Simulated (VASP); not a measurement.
# ScF in VASP: a series of runs

Runs on ScF. Level: PBE. Tasks: single point, relaxation of cell and atoms.

Everything below comes from runs of VASP 6.6.1. Logs are shortened: lines on timing, memory, paths and dates and some standing lists are left out, and cuts for length are marked.

## Step 1: The cell of the first run

The typed cell holds 8 atoms: a = 3.499 Å, b = 5.188 Å, c = 6.998 Å, α = 90.00°, β = 89.99°, γ = 89.97°.

## Step 2: Single point, PBE

Input file INCAR:

```
  PREC = Accurate
  ENCUT = 520
  EDIFF = 1E-7
  ISMEAR = 0
  SIGMA = 0.2
  LREAL = F
  LASPH = T
  NELM = 60
  ALGO = Normal
  ISIF = 2
  LWAVE = F
  LCHARG = T
  GGA = PE
  LELF = T
  LVHAR = T
  NBANDS = 46
```

Input file KPOINTS:

```
Automatic mesh
0
Gamma
  6 4 4
```

Input file POSCAR:

```
ScF
1.0
   -3.4993234904     -0.0003024768     -0.0009780976
   -0.0016995145     -0.0000458245     -5.1882322536
   -0.0006215969     -6.9982230116     -0.0000276854
Sc F
4 4
Direct
    0.4999284127      0.2707507373      0.4999550210
    0.4999354829      0.2707751575      0.0000447200
    1.0000716924      0.7292707584      0.7500074800
    1.0000804514      0.7291866102      0.2500086329
    0.4999717031      1.0005571582      0.7499997934
    0.4999735106      1.0004514019      0.2499915805
    1.0000185317      0.9994878082      0.9999952598
    0.0000202153      0.9995203685      0.4999975123
```

Potentials or basis: VASP PAW PBE potentials, release 64 (Sc_sv, F).

Launch:

```sh
$ cat potpaw_PBE.64/Sc_sv/POTCAR potpaw_PBE.64/F/POTCAR > POTCAR
$ mpirun -np 1 vasp_std > vasp.out
```

OUTCAR:

```text
PREC = Accurate
   ENCUT = 520
   EDIFF = 1E-7
   ISMEAR = 0
   LREAL = F
   LASPH = T
   NELM = 60
   ISIF = 2
   GGA = PE

 ion  position               nearest neighbor table
   1  0.500  0.271  0.500-   6 2.24   5 2.24   8 2.24   8 2.25
   2  0.500  0.271  0.000-   6 2.24   5 2.24   7 2.25   7 2.25
   3  0.000  0.729  0.750-   7 2.24   8 2.24   5 2.25   5 2.25
   4  0.000  0.729  0.250-   8 2.24   7 2.24   6 2.25   6 2.25
   5  0.500  0.001  0.750-   1 2.24   2 2.24   3 2.25   3 2.25
   6  0.500  0.000  0.250-   2 2.24   1 2.24   4 2.25   4 2.25
   7  0.000  0.999  1.000-   3 2.24   4 2.24   2 2.25   2 2.25
   8  0.000  1.000  0.500-   3 2.24   4 2.24   1 2.24   1 2.25

  LATTYP: Found a triclinic cell.
 ALAT       =     3.4993236402
 B/A-ratio  =     1.4826386655
 C/A-ratio  =     1.9998787648
 COS(alpha) =     0.0000128175
 COS(beta)  =     0.0001752619
 COS(gamma) =     0.0006070822

  Lattice vectors:

 A1 = (  -3.4993234904,  -0.0003024768,  -0.0009780976)
 A2 = (  -0.0016995145,  -0.0000458245,  -5.1882322536)
 A3 = (  -0.0006215969,  -6.9982230116,  -0.0000276854)

Analysis of symmetry for initial positions (statically):
=====================================================================
 Subroutine PRICEL returns:
 Original cell was already a primitive cell.

 Routine SETGRP: Setting up the symmetry group for a
 triclinic supercell.

 Subroutine GETGRP returns: Found  1 space group operations
 (whereof  1 operations were pure point group operations)
 out of a pool of  2 trial point group operations.

The static configuration has the point symmetry C_1 .

Analysis of symmetry for dynamics (positions and initial velocities):
=====================================================================
 Subroutine PRICEL returns:
 Original cell was already a primitive cell.

 Routine SETGRP: Setting up the symmetry group for a
 triclinic supercell.

 Subroutine GETGRP returns: Found  1 space group operations
 (whereof  1 operations were pure point group operations)
 out of a pool of  2 trial point group operations.

The dynamic configuration has the point symmetry C_1 .

 Subroutine INISYM returns: Found  1 space group operations
 (whereof  1 operations are pure point group operations),
 and found     1 'primitive' translations

----------------------------------------------------------------------------------------

                                     Primitive cell

  volume of cell :     127.0548

  direct lattice vectors                    reciprocal lattice vectors
    -3.499323490 -0.000302477 -0.000978098    -0.285769550  0.000025382  0.000093610
    -0.001699515 -0.000045825 -5.188232254     0.000053874  0.000000758 -0.192743895
    -0.000621597 -6.998223012 -0.000027685     0.000012351 -0.142893418  0.000001258

  length of vectors
     3.499323640  5.188232532  6.998223039     0.285769566  0.192743902  0.142893419

  position of ions in fractional coordinates (direct lattice)
     0.499928413  0.270750737  0.499955021
     0.499935483  0.270775157  0.000044720
     0.000071692  0.729270758  0.750007480
     0.000080451  0.729186610  0.250008633
     0.499971703  0.000557158  0.749999793
     0.499973511  0.000451402  0.249991581
     0.000018532  0.999487808  0.999995260
     0.000020215  0.999520369  0.499997512

  ion indices of the primitive-cell ions
   primitive index   ion index
                 1           1
                 2           2
                 3           3
                 4           4
                 5           5
                 6           6
                 7           7
                 8           8

----------------------------------------------------------------------------------------

 KPOINTS: Automatic mesh

Automatic generation of k-mesh.
 Grid dimensions read from file:
 generate k-points for:    6    4    4

 Generating k-lattice:

  Cartesian coordinates                     Fractional coordinates (reciprocal lattice)
    -0.047628258  0.000004230  0.000015602     0.166666667  0.000000000 -0.000000000
     0.000013468  0.000000189 -0.048185974     0.000000000  0.250000000 -0.000000000
     0.000003088 -0.035723355  0.000000315    -0.000000000 -0.000000000  0.250000000

  Length of vectors
     0.047628261  0.048185976  0.035723355

  Shift w.r.t. Gamma in fractional coordinates (k-lattice)
     0.000000000  0.000000000  0.000000000

 Subroutine IBZKPT returns following result:
 ===========================================

 Found     52 irreducible k-points:

 Following reciprocal coordinates:
            Coordinates               Weight
  0.000000  0.000000  0.000000      1.000000
  0.166667 -0.000000  0.000000      2.000000
  0.333333 -0.000000  0.000000      2.000000
  0.500000  0.000000 -0.000000      1.000000
  0.000000  0.250000 -0.000000      2.000000
  0.166667  0.250000 -0.000000      2.000000
[... 16 lines left out ...]
  0.333333  0.250000  0.250000      2.000000
  0.500000  0.250000  0.250000      2.000000
 [... further k-points ...]
   k-points           NKPTS =     52   k-points in BZ     NKDIM =     52   number of bands    NBANDS=     46
   number of dos      NEDOS =    301   number of ions     NIONS =      8
   total plane-waves  NPLWV =  60480
   dimension x,y,z NGX =    28 NGY =   40 NGZ =   54
   dimension x,y,z NGXF=    56 NGYF=   80 NGZF=  108
   ions per type =               4   4
   NGX,Y,Z   is equivalent  to a cutoff of  13.30, 12.82, 12.83 a.u.
   NGXF,Y,Z  is equivalent  to a cutoff of  26.60, 25.63, 25.66 a.u.
 SYSTEM =  unknown system
   PREC   = accura    normal or accurate (medium, high low for compatibility)
   ISTART =      0    job   : 0-new  1-cont  2-samecut
   ICHARG =      2    charge: 1-file 2-atom 10-const
   ISPIN  =      1    spin polarized calculation?
   LNONCOLLINEAR =      F non collinear calculations
   LSORBIT =      F    spin-orbit coupling
   LASPH  =      T    aspherical Exc in radial PAW
   ENCUT  =  520.0 eV  38.22 Ry    6.18 a.u.   6.51  9.65 13.01*2*pi/ulx,y,z
   NELM   =     60;   NELMIN=  2; NELMDL= -5     # of ELM steps
   EDIFF  = 0.1E-06   stopping-criterion for ELM
   LREAL  =      F    real-space projection
   EDIFFG = 0.1E-05   stopping-criterion for IOM
   NSW    =      0    number of steps for IOM
   IBRION =     -1    ionic relax: 0-MD 1-quasi-New 2-CG
   NFREE  =      0    steps in history (QN), initial steepest desc. (CG)
   ISIF   =      2    stress and relaxation
   ISYM   =      2    0-nonsym 1-usesym 2-fastsym
   POTIM  = 0.5000    time-step for ionic-motion
   TEBEG  =    0.0;   TEEND  =   0.0 temperature during run
   PSTRESS=    0.0 pullay stress
   NELECT =      72.0000    total number of electrons
   NUPDOWN=      -1.0000    fix difference up-down
   EMIN   =  10.00;   EMAX   =-10.00  energy-range for DOS
   EFERMI =   0.00;   METHOD = LEGACY
   ISMEAR =     0;   SIGMA  =   0.20  broadening in eV -4-tet -1-fermi 0-gaus
   EFERMI_NEDOS =   21; number of points for ismear=-14 and -15
   IALGO  =     38    algorithm
   IMIX   =      4    mixing-type and parameters
     AMIX     =   0.40;   BMIX     =  1.00
     AMIX_MAG =   1.60;   BMIX_MAG =  1.00
  volume/ion in A,a.u.               =      15.88       107.18
  Fermi-wavevector in a.u.,A,eV,Ry     =   1.354738  2.560083 24.970970  1.835315
  Thomas-Fermi vector in A             =   2.481884
   LORBIT       =      0    0 simple, 1 ext, 2 COOP (PROOUT), +10 PAW based schemes
   GGA     = PE    functional components
   LHFCALC =     F    Hartree Fock is set to
   AEXX    =    0.0000 exact exchange contribution
   IVDW    =     0    specifies the selected vdW correction
   LEPSILON=     F    determine dielectric tensor
   LRPA    =     F    only Hartree local field effects (RPA)
 non-spin polarized calculation
 Gauss-broadening in eV      SIGMA  =   0.20
  energy-cutoff  :      520.00
  volume of cell :      127.05
 maximum number of plane-waves:      3456
 NGX is ok and might be reduce to    28

 number of electron      72.0000013 magnetization

 Free energy of the ion-electron system (eV)
  ---------------------------------------------------
  ext. energy  EPLUGINS =         0.00000000
  ---------------------------------------------------
  free energy    TOTEN  =       -52.01263195 eV

  energy without entropy =      -51.86508599  energy(sigma->0) =      -51.93885897

 E-fermi :   4.5409     XC(G=0): -10.1450

 val. band max:        4.5339108029   @ k =   0.0000   0.5000   0.5000
 cond. band min:       4.5497426081   @ k =   0.3333  -0.0000   0.2500
 fundamental gap:      0.0158318053
 Fermi energy:         4.5409105732

 k-point     1 :       0.0000    0.0000    0.0000
  band No.  band energies     occupation
      1     -45.9716      2.00000
      2     -45.9459      2.00000
      3     -45.9459      2.00000
      4     -45.9397      2.00000
      5     -24.9811      2.00000
      6     -24.8610      2.00000
[... 38 lines left out ...]
     45       6.5149      0.00000
     46       6.8305      0.00000

 k-point     2 :       0.1667   -0.0000    0.0000
  band No.  band energies     occupation
      1     -45.9670      2.00000
      2     -45.9435      2.00000
      3     -45.9435      2.00000
      4     -45.9394      2.00000
      5     -24.9501      2.00000
      6     -24.8852      2.00000
[... 38 lines left out ...]
     45       6.5989      0.00000
     46       6.7745      0.00000

 k-point     3 :       0.3333   -0.0000    0.0000
  band No.  band energies     occupation
      1     -45.9564      2.00000
      2     -45.9405      2.00000
      3     -45.9387      2.00000
      4     -45.9386      2.00000
      5     -24.9447      2.00000
      6     -24.9446      2.00000
[... 38 lines left out ...]
     45       6.7193      0.00000
     46       6.7747      0.00000

 k-point     4 :       0.5000    0.0000   -0.0000
  band No.  band energies     occupation
      1     -45.9460      2.00000
      2     -45.9459      2.00000
      3     -45.9363      2.00000
      4     -45.9363      2.00000
      5     -24.9785      2.00000
      6     -24.9783      2.00000
[... 920 lines left out ...]
     45       6.3164      0.00000
     46       6.6950      0.00000

 k-point    23 :       0.3333    0.2500    0.2500
  band No.  band energies     occupation
      1     -45.9523      2.00000
      2     -45.9424      2.00000
      3     -45.9416      2.00000
      4     -45.9379      2.00000
      5     -24.9392      2.00000
      6     -24.9270      2.00000
[... 38 lines left out ...]
     45       6.7628      0.00000
     46       6.8284      0.00000

 k-point    24 :       0.5000    0.2500    0.2500
  band No.  band energies     occupation
      1     -45.9446      2.00000
      2     -45.9445      2.00000
      3     -45.9377      2.00000
      4     -45.9377      2.00000
      5     -24.9371      2.00000
      6     -24.9368      2.00000
[... 38 lines left out ...]
     45       6.9156      0.00000
     46       6.9183      0.00000

 [... further k-points ...]
[... 5 lines left out ...]
  --------------------------------------------------------------------------------------
  -------------------------------------------------------------------------------------
  Total        0.1639824      0.1654314      0.2424826     -0.0060548     -0.0003326     -0.0247012
  in kB        2.0678387      2.0861109      3.0577354     -0.0763515     -0.0041943     -0.3114853
  external PRESSURE =       2.4038950 kB  Pullay stress =       0.0000000 kB

 VOLUME and BASIS-vectors are now :
 -----------------------------------------------------------------------------
  energy-cutoff  :      520.00
  volume of cell :      127.05
      direct lattice vectors                 reciprocal lattice vectors
    -3.499323490 -0.000302477 -0.000978098    -0.285769550  0.000025382  0.000093610
    -0.001699515 -0.000045825 -5.188232254     0.000053874  0.000000758 -0.192743895
    -0.000621597 -6.998223012 -0.000027685     0.000012351 -0.142893418  0.000001258

 POSITION                                       TOTAL-FORCE (eV/Angst)
 -----------------------------------------------------------------------------------
     -1.75018     -3.49896     -1.40522         0.000026     -0.000530     -0.068630
     -1.74990     -0.00048     -1.40533         0.000109      0.000660     -0.067559
     -0.00196     -5.24875     -3.78365         0.000061      0.000191      0.067721
     -0.00168     -1.74965     -3.78320         0.000151      0.000368      0.067636
     -1.75003     -5.24882     -0.00340         0.000043      0.000011      0.000479
     -1.74973     -1.74965     -0.00284         0.000023     -0.000405     -0.000157
     -0.00239     -6.99824     -5.18560        -0.000256     -0.000429     -0.000078
     -0.00208     -3.49914     -5.18576        -0.000158      0.000134      0.000588
 -----------------------------------------------------------------------------------
    total drift:                                0.000007      0.000012      0.000272

  FREE ENERGIE OF THE ION-ELECTRON SYSTEM (eV)
  ---------------------------------------------------
  free  energy   TOTEN  =       -52.0126319537 eV

  energy  without entropy=      -51.8650859930  energy(sigma->0) =      -51.93885897
```

It took 13 min on 1 thread of AMD EPYC 7R13, shared host; peak memory 0.34 GiB.

Results:

* Free energy: -52.0126 eV
* Pressure: 0.2 GPa
* Largest force: 0.069 eV/Å
* Band gap on the k mesh: zero (band 36 reaches 4.63 eV, above the bottom of band 37 at 4.33 eV)

Forces in eV/Å, atoms in the order of the input:
```
Sc   0.000 -0.001 -0.069
Sc   0.000  0.001 -0.068
Sc   0.000  0.000  0.068
Sc   0.000  0.000  0.068
F    0.000  0.000  0.000
F    0.000  0.000  0.000
F    0.000  0.000  0.000
F    0.000  0.000  0.001
```

Levels at points of the mesh, in eV from the Fermi level:
```
           k point  band 32  band 33  band 34  band 35  band 36  band 37  band 38  band 39  band 40  band 41
(0.00, 0.00, 0.00)    -6.46    -3.15    -0.98    -0.98    -0.09     0.15     1.15     1.15     1.22     1.22
(0.50, 0.00, 0.00)    -6.18    -0.98    -0.98    -0.28    -0.28    -0.21    -0.21     1.15     1.15     1.22
(0.00, 0.50, 0.00)    -6.48    -2.01    -0.79    -0.79    -0.57     1.10     1.10     1.18     1.27     1.44
(0.50, 0.50, 0.00)    -6.18    -0.79    -0.79    -0.44    -0.44    -0.19    -0.19     1.10     1.10     1.43
(0.00, 0.00, 0.50)    -6.90    -2.34    -2.34    -0.24    -0.24     0.42     0.42     1.42     1.42     1.44
(0.50, 0.00, 0.50)    -6.69    -0.64    -0.64    -0.64    -0.64     0.33     0.33     0.34     0.34     1.92
(0.00, 0.50, 0.50)    -6.92    -1.72    -1.71    -0.01    -0.01     0.39     0.39     1.38     1.38     1.57
(0.50, 0.50, 0.50)    -6.69    -0.75    -0.75    -0.75    -0.75     0.51     0.52     0.52     0.52     1.96
```

## Step 3: Relaxation of cell and atoms, PBE

This run uses another cell than the first one: it holds 4 atoms, not 8.

Input file INCAR:

```
ALGO = Normal ; EDIFF = 1E-6
EDIFFG = -0.01 ; ENCUT = 600
GGA = PE ; IBRION = 2
ISIF = 3 ; ISMEAR = 0
LASPH = T ; LCHARG = F
LREAL = F ; LWAVE = F
NELM = 80 ; NSW = 100
PREC = Accurate ; SIGMA = 0.1
```

Input file KPOINTS:

```
k-points
0
Gamma
  10 10 8
```

Input file POSCAR:

```
ScF
1.0
    3.5012640464      0.0000000000      0.0000000000
    0.0000000000      3.5012640464      0.0000000000
    0.0000000000      0.0000000000      5.1799383539
Sc F
2 2
Direct
    0.5000000000      0.0000000000      0.7290467057
    0.0000000000      0.5000000000      0.2709532943
    0.5000000000      0.5000000000      0.0000000000
    0.0000000000      0.0000000000      0.0000000000
```

Potentials or basis: VASP PAW PBE potentials, release 64 (Sc_sv, F).

Launch:

```sh
$ cat potpaw_PBE.64/Sc_sv/POTCAR potpaw_PBE.64/F/POTCAR > POTCAR
$ mpirun -np 1 vasp_std > vasp.out
```

It took 12 min on 1 thread of AMD EPYC 7R13, shared host; peak memory 0.27 GiB.

Results (log left out):

```yaml
Free_energy: -25.9853 eV
Relaxed_volume: 15.89 Å³/atom
Relaxed_cell: a = 3.497 Å, b = 3.497 Å, c = 5.197 Å, α = 90.00°, β = 90.00°, γ = 90.00°
Space_group_after_relaxing_to_0.05_Å: P4/nmm (No. 129)
Energy_gained_by_relaxing: 0.1 meV/atom
Ionic_steps: 7
Pressure_after_relaxing: 0.0 GPa
Band_gap_on_the_k_mesh: zero (band 18 reaches 4.59 eV, above the bottom of band 19 at 4.32 eV)
```

Forces in eV/Å, atoms in the order of the input:
```
Sc   0.000  0.000  0.002
Sc   0.000  0.000 -0.002
F    0.000  0.000  0.000
F    0.000  0.000  0.000
```

Step by step:
| step | energy change (eV) | largest force (eV/Å) | pressure (GPa) | volume (Å³) |
| --- | --- | --- | --- | --- |
| 1 | 0.0000 | 0.0188 | 0.13 | 63.50 |
| 2 | -0.0003 | 0.0063 | -0.11 | 63.62 |
| 3 | -0.0003 | 0.0092 | -0.13 | 63.64 |
| 4 | -0.0003 | 0.0158 | -0.17 | 63.68 |
| 5 | -0.0003 | 0.0117 | -0.17 | 63.65 |
| 6 | -0.0003 | 0.0091 | -0.13 | 63.64 |
| 7 | -0.0004 | 0.0025 | -0.02 | 63.56 |

Final structure:
```
CELL_PARAMETERS angstrom
3.49710 0.00000 0.00000
0.00000 3.49710 0.00000
0.00000 0.00000 5.19722
ATOMIC_POSITIONS crystal
Sc 0.50000 0.00000 0.72888
Sc 0.00000 0.50000 0.27112
F 0.50000 0.50000 0.00000
F 0.00000 0.00000 0.00000
```

Levels at points of the mesh, in eV from the Fermi level:
| k point | band 15 | band 16 | band 17 | band 18 | band 19 | band 20 | band 21 | band 22 |
| --- | --- | --- | --- | --- | --- | --- | --- | --- |
| (0.00, 0.00, 0.00) | -6.42 | -6.42 | -3.15 | -0.09 | 0.14 | 1.65 | 1.72 | 1.98 |
| (0.50, 0.00, 0.00) | -7.78 | -7.78 | -0.97 | -0.97 | 1.15 | 1.15 | 1.22 | 1.22 |
| (0.50, 0.50, 0.00) | -6.13 | -6.13 | -0.27 | -0.27 | -0.20 | -0.20 | 2.45 | 2.45 |
| (0.00, 0.00, 0.50) | -6.43 | -6.43 | -2.01 | -0.57 | 1.17 | 1.26 | 1.52 | 1.72 |
| (0.50, 0.00, 0.50) | -7.78 | -7.78 | -0.79 | -0.79 | 1.10 | 1.10 | 1.44 | 1.44 |
| (0.50, 0.50, 0.50) | -6.13 | -6.13 | -0.44 | -0.44 | -0.18 | -0.18 | 2.39 | 2.39 |
